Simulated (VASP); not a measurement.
# CO2 (Pa-3) in VASP: a series of runs, part 2 of 2

VASP 6.6.1. The steps go on from the part before.

## (3) Relaxation of cell and atoms, PBEsol

This run uses another cell than the first one, of 15.54 Å³/atom, 0.964 times its volume.

Input file INCAR:

```
SYSTEM = CO2
PREC = Accurate
ENCUT = 600
EDIFF = 1E-6
ISMEAR = 0
SIGMA = 0.02
LREAL = .False.
LASPH = .True.
NELM = 80
ALGO = Normal
ISIF = 3
LWAVE = .False.
LCHARG = .False.
GGA = PS
IBRION = 2
NSW = 70
EDIFFG = -0.005
```

Input file KPOINTS:

```
Automatic mesh
0
Gamma
  4 4 4
  0 0 0
```

Input file POSCAR:

```
CO2
1.0
    5.7132173136      0.0000000000      0.0000000000
    0.0000000000      5.7132173136      0.0000000000
    0.0000000000      0.0000000000      5.7132173136
C O
4 8
Direct
    0.0000000000      0.0000000000      0.0000000000
    0.5000000000      0.0000000000      0.5000000000
    0.5000000000      0.5000000000      0.0000000000
    0.0000000000      0.5000000000      0.5000000000
    0.1181218480      0.1181218480      0.1181218480
    0.3818781520      0.8818781520      0.6181218480
    0.6181218480      0.3818781520      0.8818781520
    0.8818781520      0.6181218480      0.3818781520
    0.8818781520      0.8818781520      0.8818781520
    0.6181218480      0.1181218480      0.3818781520
    0.3818781520      0.6181218480      0.1181218480
    0.1181218480      0.3818781520      0.6181218480
```

Potentials or basis: VASP PAW PBE potentials, release 64 (C, O).

On the command line:

```console
$ cat potpaw_PBE.64/C/POTCAR potpaw_PBE.64/O/POTCAR > POTCAR
$ mpirun -np 1 vasp_std > vasp.out
```

OUTCAR:

```text
SYSTEM = CO2
   PREC = Accurate
   ENCUT = 600
   EDIFF = 1E-6
   ISMEAR = 0
   LREAL = .False.
   LASPH = .True.
   NELM = 80
   ISIF = 3
   GGA = PS
   IBRION = 2
   NSW = 70
   EDIFFG = -0.005

 ion  position               nearest neighbor table
   1  0.000  0.000  0.000-   5 1.17   9 1.17
   2  0.500  0.000  0.500-   6 1.17  10 1.17
   3  0.500  0.500  0.000-   7 1.17  11 1.17
   4  0.000  0.500  0.500-   8 1.17  12 1.17
   5  0.118  0.118  0.118-   1 1.17
   6  0.382  0.882  0.618-   2 1.17
   7  0.618  0.382  0.882-   3 1.17
   8  0.882  0.618  0.382-   4 1.17
   9  0.882  0.882  0.882-   1 1.17
  10  0.618  0.118  0.382-   2 1.17
  11  0.382  0.618  0.118-   3 1.17
  12  0.118  0.382  0.618-   4 1.17

  LATTYP: Found a simple cubic cell.
 ALAT       =     5.7132173136

  Lattice vectors:

 A1 = (   5.7132173136,   0.0000000000,   0.0000000000)
 A2 = (   0.0000000000,   5.7132173136,   0.0000000000)
 A3 = (   0.0000000000,   0.0000000000,   5.7132173136)

Analysis of symmetry for initial positions (statically):
=====================================================================
 Subroutine PRICEL returns:
 Original cell was already a primitive cell.

 Routine SETGRP: Setting up the symmetry group for a
 simple cubic supercell.

 Subroutine GETGRP returns: Found 24 space group operations
 (whereof  6 operations were pure point group operations)
 out of a pool of 48 trial point group operations.

The static configuration has the point symmetry S_6 .
 The point group associated with its full space group is T_h .

Analysis of symmetry for dynamics (positions and initial velocities):
=====================================================================
 Subroutine PRICEL returns:
 Original cell was already a primitive cell.

 Routine SETGRP: Setting up the symmetry group for a
 simple cubic supercell.

 Subroutine GETGRP returns: Found 24 space group operations
 (whereof  6 operations were pure point group operations)
 out of a pool of 48 trial point group operations.

The dynamic configuration has the point symmetry S_6 .
 The point group associated with its full space group is T_h .

 Subroutine INISYM returns: Found 24 space group operations
 (whereof  6 operations are pure point group operations),
 and found     1 'primitive' translations

----------------------------------------------------------------------------------------

                                     Primitive cell

  volume of cell :     186.4843

  direct lattice vectors                    reciprocal lattice vectors
     5.713217314  0.000000000  0.000000000     0.175032726  0.000000000  0.000000000
     0.000000000  5.713217314  0.000000000     0.000000000  0.175032726  0.000000000
     0.000000000  0.000000000  5.713217314     0.000000000  0.000000000  0.175032726

  length of vectors
     5.713217314  5.713217314  5.713217314     0.175032726  0.175032726  0.175032726

  position of ions in fractional coordinates (direct lattice)
     0.000000000  0.000000000  0.000000000
     0.500000000  0.000000000  0.500000000
     0.500000000  0.500000000  0.000000000
     0.000000000  0.500000000  0.500000000
     0.118121848  0.118121848  0.118121848
     0.381878152  0.881878152  0.618121848
     0.618121848  0.381878152  0.881878152
[... 52 lines left out ...]
  0.250000  0.250000  0.000000     12.000000
  0.500000  0.250000  0.000000      6.000000
 -0.250000  0.500000  0.000000      6.000000
  0.500000  0.500000  0.000000      3.000000
  0.250000  0.250000  0.250000      8.000000
  0.500000  0.250000  0.250000     12.000000
  0.500000  0.500000  0.250000      6.000000
  0.500000  0.500000  0.500000      1.000000
   k-points           NKPTS =     11   k-points in BZ     NKDIM =     11   number of bands    NBANDS=     39
   number of dos      NEDOS =    301   number of ions     NIONS =     12
   total plane-waves  NPLWV = 110592
   dimension x,y,z NGX =    48 NGY =   48 NGZ =   48
   dimension x,y,z NGXF=    96 NGYF=   96 NGZF=   96
   ions per type =               4   8
   NGX,Y,Z   is equivalent  to a cutoff of  13.97, 13.97, 13.97 a.u.
   NGXF,Y,Z  is equivalent  to a cutoff of  27.93, 27.93, 27.93 a.u.
 SYSTEM =  CO2
   PREC   = accura    normal or accurate (medium, high low for compatibility)
   ISTART =      0    job   : 0-new  1-cont  2-samecut
   ICHARG =      2    charge: 1-file 2-atom 10-const
   ISPIN  =      1    spin polarized calculation?
   LNONCOLLINEAR =      F non collinear calculations
   LSORBIT =      F    spin-orbit coupling
   LASPH  =      T    aspherical Exc in radial PAW
   ENCUT  =  600.0 eV  44.10 Ry    6.64 a.u.  11.41 11.41 11.41*2*pi/ulx,y,z
   NELM   =     80;   NELMIN=  2; NELMDL= -5     # of ELM steps
   EDIFF  = 0.1E-05   stopping-criterion for ELM
   LREAL  =      F    real-space projection
   EDIFFG = -.5E-02   stopping-criterion for IOM
   NSW    =     70    number of steps for IOM
   IBRION =      2    ionic relax: 0-MD 1-quasi-New 2-CG
   NFREE  =      1    steps in history (QN), initial steepest desc. (CG)
   ISIF   =      3    stress and relaxation
   ISYM   =      2    0-nonsym 1-usesym 2-fastsym
   POTIM  = 0.5000    time-step for ionic-motion
   TEBEG  =    0.0;   TEEND  =   0.0 temperature during run
   PSTRESS=    0.0 pullay stress
   NELECT =      64.0000    total number of electrons
   NUPDOWN=      -1.0000    fix difference up-down
   EMIN   =  10.00;   EMAX   =-10.00  energy-range for DOS
   EFERMI =   0.00;   METHOD = LEGACY
   ISMEAR =     0;   SIGMA  =   0.02  broadening in eV -4-tet -1-fermi 0-gaus
   EFERMI_NEDOS =   21; number of points for ismear=-14 and -15
   IALGO  =     38    algorithm
   IMIX   =      4    mixing-type and parameters
     AMIX     =   0.40;   BMIX     =  1.00
     AMIX_MAG =   1.60;   BMIX_MAG =  1.00
  volume/ion in A,a.u.               =      15.54       104.87
  Fermi-wavevector in a.u.,A,eV,Ry     =   1.146183  2.165972 17.874466  1.313736
  Thomas-Fermi vector in A             =   2.282869
   LORBIT       =      0    0 simple, 1 ext, 2 COOP (PROOUT), +10 PAW based schemes
   GGA     = PS    functional components
   LHFCALC =     F    Hartree Fock is set to
   AEXX    =    0.0000 exact exchange contribution
   IVDW    =     0    specifies the selected vdW correction
   LEPSILON=     F    determine dielectric tensor
   LRPA    =     F    only Hartree local field effects (RPA)
 conjugate gradient relaxation of ions
 non-spin polarized calculation
 Gauss-broadening in eV      SIGMA  =   0.02
  energy-cutoff  :      600.00
  volume of cell :      186.48
 maximum number of plane-waves:      6239
 NGX is ok and might be reduce to    48
   NGX = 23   NGY = 23   NGZ = 23

--------------------------------------- Ionic step        1  -------------------------------------------

 number of electron      63.9999984 magnetization

 Free energy of the ion-electron system (eV)
  ---------------------------------------------------
  ext. energy  EPLUGINS =         0.00000000
  ---------------------------------------------------
  free energy    TOTEN  =       -95.37535077 eV

  energy without entropy =      -95.37535077  energy(sigma->0) =      -95.37535077

------------------------ aborting loop because EDIFF is reached ----------------------------------------

  FORCE on cell =-STRESS in cart. coord.  units (eV):
  Direction    XX          YY          ZZ          XY          YZ          ZX
  --------------------------------------------------------------------------------------
  -------------------------------------------------------------------------------------
  Total        1.1442951      1.1442951      1.1442951     -0.0000000     -0.0000000      0.0000000
  in kB        9.8311969      9.8311969      9.8311969     -0.0000000     -0.0000000      0.0000000
  external PRESSURE =       9.8311969 kB  Pullay stress =       0.0000000 kB
[... 119 lines left out ...]
  FREE ENERGIE OF THE ION-ELECTRON SYSTEM (eV)
  ---------------------------------------------------
  free  energy   TOTEN  =       -95.3824367129 eV

  energy  without entropy=      -95.3824367129  energy(sigma->0) =      -95.38243671

[... ionic steps 4 to 8 ...]

--------------------------------------- Ionic step        9  -------------------------------------------

 number of electron      63.9999968 magnetization

------------------------ aborting loop because EDIFF is reached ----------------------------------------
[... 87 lines left out ...]
--------------------------------------- Ionic step       11  -------------------------------------------

 number of electron      63.9999968 magnetization

 Free energy of the ion-electron system (eV)
  ---------------------------------------------------
  ext. energy  EPLUGINS =         0.00000000
  ---------------------------------------------------
  free energy    TOTEN  =       -95.38902781 eV

  energy without entropy =      -95.38902781  energy(sigma->0) =      -95.38902781

 E-fermi :  -3.5316     XC(G=0):  -7.9744

 val. band max:       -3.6860346682   @ k =   0.0000   0.0000   0.0000
 cond. band min:       2.9826209307   @ k =   0.0000   0.0000   0.0000
 fundamental gap:      6.6686555988
 Fermi energy:        -3.5316183024

 k-point     1 :       0.0000    0.0000    0.0000
  band No.  band energies     occupation
      1     -24.1634      2.00000
      2     -23.9518      2.00000
      3     -23.9518      2.00000
      4     -23.9518      2.00000
      5     -23.0309      2.00000
      6     -23.0309      2.00000
[... 490 lines left out ...]
  FREE ENERGIE OF THE ION-ELECTRON SYSTEM (eV)
  ---------------------------------------------------
  free  energy   TOTEN  =       -95.3890278052 eV

  energy  without entropy=      -95.3890278052  energy(sigma->0) =      -95.38902781

 reached required accuracy - stopping structural energy minimisation
```

Wall time 4.5 min (1 thread of Intel Xeon 6975P-C (Granite Rapids), shared host); peak memory 0.36 GiB.

Results:

```yaml
Free_energy: -95.3890 eV
Relaxed_volume: 14.78 Å³/atom
Relaxed_cell: a = 5.618 Å, b = 5.618 Å, c = 5.618 Å, α = 90.00°, β = 90.00°, γ = 90.00°
Space_group_after_relaxing_to_0.05_Å: Pa-3 (No. 205)
Energy_gained_by_relaxing: 1.1 meV/atom
Ionic_steps: 11
Pressure_after_relaxing: 0.0 GPa
Band_gap_on_the_k_mesh: 6.67 eV, direct
```

The path:
```
step  energy change (eV)  largest force (eV/Å)  pressure (GPa)  volume (Å³)
   1              0.0000                0.4500            0.98       186.48
   2              0.2032                2.2048           -6.13       189.07
   3             -0.0071                0.0085           -0.19       186.87
   4             -0.0071                0.0168           -0.18       186.87
   5             -0.0076                0.0153           -0.17       186.50
   6             -0.0089                0.0147           -0.15       185.39
   7             -0.0112                0.0136           -0.11       183.19
   8             -0.0136                0.0177            0.01       178.83
   9             -0.0137                0.0198            0.07       177.36
  10              0.0028                0.6474           -1.79       177.22
  11             -0.0137                0.0009            0.01       177.36
```

Final structure:
```
C O
1.0
     5.61848    0.00000    0.00000
     0.00000    5.61848    0.00000
     0.00000    0.00000    5.61848
C O
4 8
Direct
  0.00000 0.00000 0.00000
  0.50000 0.00000 0.50000
  0.50000 0.50000 0.00000
  0.00000 0.50000 0.50000
  0.12052 0.12052 0.12052
  0.37948 0.87948 0.62052
  0.62052 0.37948 0.87948
  0.87948 0.62052 0.37948
  0.87948 0.87948 0.87948
  0.62052 0.12052 0.37948
  0.37948 0.62052 0.12052
  0.12052 0.37948 0.62052
```

Caveat: the PAW data sets were made with another functional, which shifts forces and pressure a little.
